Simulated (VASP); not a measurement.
# V (Fm-3m) in VASP: notebook

Runs on V. Level: PBE. Tasks: single point.

Everything below comes from runs of VASP 6.6.1. Logs are shortened: lines on timing, memory, paths and dates and some standing lists are left out, and cuts for length are marked.

**1. The cell of the first run**

The structure is cubic, space group Fm-3m (No. 225). Conventional cell: a = 3.815 Å, b = 3.815 Å, c = 3.815 Å, α = 90.00°, β = 90.00°, γ = 90.00°. Within 3.6 Å of V (site symmetry m-3m) lie 12 V at 2.70 Å.

This isn't the form of V at room conditions, which is bcc.

**2. Single point, PBE, non-collinear spin, typed start, spin-orbit coupling (13.88 Å³/atom)**

Input file INCAR:

```
PREC = Accurate ; ENCUT = 500
EDIFF = 1E-6 ; ISMEAR = 0
SIGMA = 0.05 ; LREAL = F
LASPH = T ; NELM = 200
ALGO = Normal ; ISIF = 2
LWAVE = F ; LCHARG = F
MAGMOM = 0 0 0.05 ; LORBIT = 11
LSORBIT = T ; GGA_COMPAT = F
LORBMOM = T ; LMAXMIX = 4
GGA = PE ; NBANDS = 24
```

Input file KPOINTS:

```
regular mesh
0
Gamma
  18 18 18
```

Input file POSCAR:

```
V
1.0
    0.0000000000      1.9074421042      1.9074421042
    1.9074421042      0.0000000000      1.9074421042
    1.9074421042      1.9074421042      0.0000000000
V
1
Direct
    0.0000000000      0.0000000000      0.0000000000
```

Potentials or basis: VASP PAW PBE potentials, release 64 (V_sv).

On the command line:

```bash
cat potpaw_PBE.64/V_sv/POTCAR > POTCAR
mpirun -np 1 vasp_ncl > vasp.out
```

OUTCAR:

```text
PREC = Accurate
   ENCUT = 500
   EDIFF = 1E-6
   ISMEAR = 0
   LREAL = F
   LASPH = T
   NELM = 200
   ISIF = 2
   LORBIT = 11
   LSORBIT = T
   GGA = PE

 ion  position               nearest neighbor table
   1  0.000  0.000  0.000-

  LATTYP: Found a face centered cubic cell.
 ALAT       =     3.8148842084

  Lattice vectors:

 A1 = (   0.0000000000,   1.9074421042,   1.9074421042)
 A2 = (   1.9074421042,   0.0000000000,   1.9074421042)
 A3 = (   1.9074421042,   1.9074421042,   0.0000000000)

Analysis of symmetry for initial positions (statically):
=====================================================================
 Subroutine PRICEL returns:
 Original cell was already a primitive cell.

 Routine SETGRP: Setting up the symmetry group for a
 face centered cubic supercell.

 Subroutine GETGRP returns: Found 48 space group operations
 (whereof 48 operations were pure point group operations)
 out of a pool of 48 trial point group operations.

The static configuration has the point symmetry O_h .

Analysis of symmetry for dynamics (positions and initial velocities):
=====================================================================
 Subroutine PRICEL returns:
 Original cell was already a primitive cell.

 Routine SETGRP: Setting up the symmetry group for a
 face centered cubic supercell.

 Subroutine GETGRP returns: Found 48 space group operations
 (whereof 48 operations were pure point group operations)
 out of a pool of 48 trial point group operations.

The dynamic configuration has the point symmetry O_h .

Analysis of structural, dynamic, and magnetic symmetry:
=====================================================================
 Subroutine PRICEL returns:
 Original cell was already a primitive cell.

 Routine SETGRP: Setting up the symmetry group for a
 face centered cubic supercell.

 Subroutine GETGRP returns: Found  8 space group operations
 (whereof  8 operations were pure point group operations)
 out of a pool of 48 trial point group operations.

The overall configuration has the point symmetry C_4h.

 Subroutine INISYM returns: Found  8 space group operations
 (whereof  8 operations are pure point group operations),
 and found     1 'primitive' translations

[... 145 lines left out ...]
 val. band max:        9.6385499877   @ k =   0.3889   0.1111  -0.3889
 cond. band min:       9.6432555243   @ k =  -0.0556   0.0556   0.0000
 fundamental gap:      0.0047055366
 Fermi energy:         9.6401234031

 k-point     1 :       0.0000    0.0000    0.0000
  band No.  band energies     occupation
      1     -54.4242      1.00000
      2     -54.4241      1.00000
      3     -28.3409      1.00000
      4     -28.3409      1.00000
      5     -27.4997      1.00000
      6     -27.4996      1.00000
[... 637 lines left out ...]
     23      27.9435      0.00000
     24      27.9435      0.00000

 [... further k-points ...]

------------------------ aborting loop because EDIFF is reached ----------------------------------------

  FORCE on cell =-STRESS in cart. coord.  units (eV):
  Direction    XX          YY          ZZ          XY          YZ          ZX
  --------------------------------------------------------------------------------------
  -------------------------------------------------------------------------------------
  Total        0.0178867      0.0178867      0.0178572     -0.0000000     -0.0000000      0.0000000
  in kB        2.0647033      2.0647033      2.0612918     -0.0000038     -0.0000000      0.0000000
  external PRESSURE =       2.0635661 kB  Pullay stress =       0.0000000 kB

 VOLUME and BASIS-vectors are now :
 -----------------------------------------------------------------------------
  energy-cutoff  :      500.00
  volume of cell :       13.88
      direct lattice vectors                 reciprocal lattice vectors
     0.000000000  1.907442104  1.907442104    -0.262131154  0.262131154  0.262131154
     1.907442104  0.000000000  1.907442104     0.262131154 -0.262131154  0.262131154
     1.907442104  1.907442104  0.000000000     0.262131154  0.262131154 -0.262131154

 POSITION                                       TOTAL-FORCE (eV/Angst)
 -----------------------------------------------------------------------------------
      0.00000      0.00000      0.00000        -0.000000      0.000000      0.000000
 -----------------------------------------------------------------------------------
    total drift:                               -0.000000     -0.000000     -0.000000

  FREE ENERGIE OF THE ION-ELECTRON SYSTEM (eV)
  ---------------------------------------------------
  free  energy   TOTEN  =        -8.7589524501 eV

  energy  without entropy=       -8.7564438920  energy(sigma->0) =       -8.75769817

 orbital moment (x)

 # of ion     p       d       tot
 ----------------------------------------
  1         0.000  -0.000  -0.000
 ----------------------------------------
            0.000  -0.000  -0.000

 orbital moment (y)

 # of ion     p       d       tot
 ----------------------------------------
  1         0.000  -0.000  -0.000
 ----------------------------------------
            0.000  -0.000  -0.000

 orbital moment (z)

 # of ion     p       d       tot
 ----------------------------------------
  1        -0.000  -0.000  -0.000
 ----------------------------------------
           -0.000  -0.000  -0.000

 Spin-Orbit-Coupling matrix elements

 Ion:    1  E_soc:     -0.0176499
 l=   1
     0.0000000    -0.0025663    -0.0025664
    -0.0025663     0.0000000    -0.0025663
    -0.0025664    -0.0025663     0.0000000
 l=   2
     0.0000000    -0.0000954     0.0000000    -0.0000954    -0.0002799
    -0.0000954     0.0000000    -0.0002099    -0.0000954    -0.0000700
     0.0000000    -0.0002099     0.0000000    -0.0002099     0.0000000
    -0.0000954    -0.0000954    -0.0002099     0.0000000    -0.0000700
    -0.0002799    -0.0000700     0.0000000    -0.0000700     0.0000000
 l=   3
     0.0000000     0.0000000     0.0000000     0.0000000     0.0000000     0.0000000     0.0000000
     0.0000000     0.0000000     0.0000000     0.0000000     0.0000000     0.0000000     0.0000000
     0.0000000     0.0000000     0.0000000     0.0000000     0.0000000     0.0000000     0.0000000
     0.0000000     0.0000000     0.0000000     0.0000000     0.0000000     0.0000000     0.0000000
     0.0000000     0.0000000     0.0000000     0.0000000     0.0000000     0.0000000     0.0000000
     0.0000000     0.0000000     0.0000000     0.0000000     0.0000000     0.0000000     0.0000000
     0.0000000     0.0000000     0.0000000     0.0000000     0.0000000     0.0000000     0.0000000

 total charge

# of ion       s       p       d       tot
------------------------------------------
    1        2.342   6.225   3.026  11.593

 magnetization (x)

# of ion       s       p       d       tot
------------------------------------------
    1        0.000   0.000   0.000   0.000

 magnetization (y)

# of ion       s       p       d       tot
------------------------------------------
    1        0.000   0.000   0.000   0.000

 magnetization (z)

# of ion       s       p       d       tot
------------------------------------------
    1        0.000   0.000   0.000   0.000
```

It took 3.7 min on 1 thread of Oxide Virtual Turin-like, shared host; peak memory 0.39 GiB.

Results:

```
Free energy                                           : -8.7590 eV
Pressure                                              : 0.2 GPa
Net moment                                            : 0.00 μB per cell
Valence electrons inside the program's atomic spheres : V 11.59
```

Moments on the atoms (μB; x, y, z):
```
V   0.00 0.00 0.00
```

**3. Single point, PBE, non-collinear spin, typed start, spin-orbit coupling**

This run uses another cell than the first one, of 13.97 Å³/atom.

Input file INCAR:

```
SYSTEM = V
PREC = Accurate
ENCUT = 500
EDIFF = 1E-6
ISMEAR = 0
SIGMA = 0.05
LREAL = .False.
LASPH = .True.
NELM = 200
ALGO = Normal
ISIF = 2
LWAVE = .False.
LCHARG = .False.
MAGMOM = 0 0 1
LORBIT = 11
LSORBIT = .True.
GGA_COMPAT = .False.
LORBMOM = .True.
LMAXMIX = 4
GGA = PE
NBANDS = 24
```

Input file KPOINTS:

```
Automatic mesh
0
Gamma
  18 18 18
  0 0 0
```

Input file POSCAR:

```
V
1.0
    0.0000000000      1.9114380595      1.9114380595
    1.9114380595      0.0000000000      1.9114380595
    1.9114380595      1.9114380595      0.0000000000
V
1
Direct
    0.0000000000      0.0000000000      0.0000000000
```

Potentials or basis: VASP PAW PBE potentials, release 64 (V_sv).

On the command line:

```bash
cat potpaw_PBE.64/V_sv/POTCAR > POTCAR
mpirun -np 1 vasp_ncl > vasp.out
```

OUTCAR:

```text
SYSTEM = V
   PREC = Accurate
   ENCUT = 500
   EDIFF = 1E-6
   ISMEAR = 0
   LREAL = .False.
   LASPH = .True.
   NELM = 200
   ISIF = 2
   LORBIT = 11
   LSORBIT = .True.
   GGA = PE

 ion  position               nearest neighbor table
   1  0.000  0.000  0.000-

  LATTYP: Found a face centered cubic cell.
 ALAT       =     3.8228761190

  Lattice vectors:

 A1 = (   0.0000000000,   1.9114380595,   1.9114380595)
 A2 = (   1.9114380595,   0.0000000000,   1.9114380595)
 A3 = (   1.9114380595,   1.9114380595,   0.0000000000)

Analysis of symmetry for initial positions (statically):
=====================================================================
 Subroutine PRICEL returns:
 Original cell was already a primitive cell.

 Routine SETGRP: Setting up the symmetry group for a
 face centered cubic supercell.

 Subroutine GETGRP returns: Found 48 space group operations
 (whereof 48 operations were pure point group operations)
 out of a pool of 48 trial point group operations.

The static configuration has the point symmetry O_h .

Analysis of symmetry for dynamics (positions and initial velocities):
=====================================================================
 Subroutine PRICEL returns:
 Original cell was already a primitive cell.

 Routine SETGRP: Setting up the symmetry group for a
 face centered cubic supercell.

 Subroutine GETGRP returns: Found 48 space group operations
 (whereof 48 operations were pure point group operations)
 out of a pool of 48 trial point group operations.

The dynamic configuration has the point symmetry O_h .

Analysis of structural, dynamic, and magnetic symmetry:
=====================================================================
 Subroutine PRICEL returns:
 Original cell was already a primitive cell.

 Routine SETGRP: Setting up the symmetry group for a
 face centered cubic supercell.

 Subroutine GETGRP returns: Found  8 space group operations
 (whereof  8 operations were pure point group operations)
 out of a pool of 48 trial point group operations.
[... 814 lines left out ...]
  in kB       -8.8235078     -8.8235078     -8.8292081     -0.0000085      0.0000000      0.0000000
  external PRESSURE =      -8.8254079 kB  Pullay stress =       0.0000000 kB

 VOLUME and BASIS-vectors are now :
 -----------------------------------------------------------------------------
  energy-cutoff  :      500.00
  volume of cell :       13.97
      direct lattice vectors                 reciprocal lattice vectors
     0.000000000  1.911438060  1.911438060    -0.261583156  0.261583156  0.261583156
     1.911438060  0.000000000  1.911438060     0.261583156 -0.261583156  0.261583156
     1.911438060  1.911438060  0.000000000     0.261583156  0.261583156 -0.261583156

 POSITION                                       TOTAL-FORCE (eV/Angst)
 -----------------------------------------------------------------------------------
      0.00000      0.00000      0.00000         0.000000      0.000000      0.000000
 -----------------------------------------------------------------------------------
    total drift:                               -0.000000     -0.000000     -0.000000

  FREE ENERGIE OF THE ION-ELECTRON SYSTEM (eV)
  ---------------------------------------------------
  free  energy   TOTEN  =        -8.7588878963 eV

  energy  without entropy=       -8.7563396387  energy(sigma->0) =       -8.75761377

 orbital moment (x)

 # of ion     p       d       tot
 ----------------------------------------
  1        -0.000   0.000   0.000
 ----------------------------------------
           -0.000   0.000   0.000

 orbital moment (y)

 # of ion     p       d       tot
 ----------------------------------------
  1        -0.000   0.000  -0.000
 ----------------------------------------
           -0.000   0.000  -0.000

 orbital moment (z)

 # of ion     p       d       tot
 ----------------------------------------
  1         0.000   0.000   0.000
 ----------------------------------------
            0.000   0.000   0.000

 Spin-Orbit-Coupling matrix elements

 Ion:    1  E_soc:     -0.0176554
 l=   1
     0.0000000    -0.0025655    -0.0025655
    -0.0025655     0.0000000    -0.0025655
    -0.0025655    -0.0025655     0.0000000
 l=   2
     0.0000000    -0.0000958     0.0000000    -0.0000958    -0.0002812
    -0.0000958     0.0000000    -0.0002109    -0.0000958    -0.0000703
     0.0000000    -0.0002109     0.0000000    -0.0002109     0.0000000
    -0.0000958    -0.0000958    -0.0002109     0.0000000    -0.0000703
    -0.0002812    -0.0000703     0.0000000    -0.0000703     0.0000000
 l=   3
     0.0000000     0.0000000     0.0000000     0.0000000     0.0000000     0.0000000     0.0000000
     0.0000000     0.0000000     0.0000000     0.0000000     0.0000000     0.0000000     0.0000000
     0.0000000     0.0000000     0.0000000     0.0000000     0.0000000     0.0000000     0.0000000
     0.0000000     0.0000000     0.0000000     0.0000000     0.0000000     0.0000000     0.0000000
     0.0000000     0.0000000     0.0000000     0.0000000     0.0000000     0.0000000     0.0000000
     0.0000000     0.0000000     0.0000000     0.0000000     0.0000000     0.0000000     0.0000000
     0.0000000     0.0000000     0.0000000     0.0000000     0.0000000     0.0000000     0.0000000

 total charge

# of ion       s       p       d       tot
------------------------------------------
    1        2.340   6.223   3.020  11.582

 magnetization (x)

# of ion       s       p       d       tot
------------------------------------------
    1        0.000   0.000   0.000   0.000

 magnetization (y)

# of ion       s       p       d       tot
------------------------------------------
    1        0.000   0.000   0.000   0.000

 magnetization (z)

# of ion       s       p       d       tot
------------------------------------------
    1        0.000  -0.000  -0.000  -0.000
```

OSZICAR:

```text
N       E                     dE             d eps       ncg     rms          rms(c)
DAV:   1     0.141256773606E+03    0.14126E+03   -0.71076E+03 37488   0.122E+03
DAV:   2    -0.629519258151E+01   -0.14755E+03   -0.14303E+03 38096   0.402E+02
DAV:   3    -0.100337101330E+02   -0.37385E+01   -0.37264E+01 43776   0.759E+01
DAV:   4    -0.100577536386E+02   -0.24044E-01   -0.24042E-01 41456   0.645E+00
DAV:   5    -0.100580914770E+02   -0.33784E-03   -0.33784E-03 43200   0.705E-01    0.176E+01
DAV:   6    -0.877297708331E+01    0.12851E+01   -0.32174E+00 39856   0.298E+01    0.173E+00
DAV:   7    -0.876560890164E+01    0.73682E-02   -0.89290E-02 41712   0.376E+00    0.128E+00
DAV:   8    -0.875963871067E+01    0.59702E-02   -0.57811E-03 40704   0.155E+00    0.987E-01
DAV:   9    -0.875874201401E+01    0.89670E-03   -0.15472E-03 40912   0.567E-01    0.145E-01
DAV:  10    -0.875887785361E+01   -0.13584E-03   -0.31458E-04 42208   0.222E-01    0.293E-02
DAV:  11    -0.875888871365E+01   -0.10860E-04   -0.11837E-05 40912   0.529E-02    0.122E-02
DAV:  12    -0.875888789625E+01    0.81740E-06   -0.14666E-06 36408   0.149E-02
   1 F= -.87588879E+01 E0= -.87576138E+01  d E =-.254826E-02  mag=    -0.0000     0.0000    -0.0002
```

stdout:

```text
POSCAR found type information on POSCAR V
 POSCAR found :  1 types and       1 ions
 scaLAPACK will be used
 LDA part: xc-table for (Slater+PW92), standard interpolation
 POSCAR, INCAR and KPOINTS ok, starting setup
 FFT: planning ... GRIDC
 FFT: planning ... GRID_SOFT
 FFT: planning ... GRID
 WAVECAR not read
 entering main loop
```

Wall time 5.7 min (1 thread of Oxide Virtual Turin-like, shared host); peak memory 0.39 GiB.

What came out:

```yaml
Free_energy: -8.7589 eV
Pressure: -0.9 GPa
Net_moment: 0.00 μB per cell
Valence_electrons_inside_the_program's_atomic_spheres: V 11.58
```

Moments on the atoms (μB; x, y, z):
```
V   0.00 0.00 0.00
```
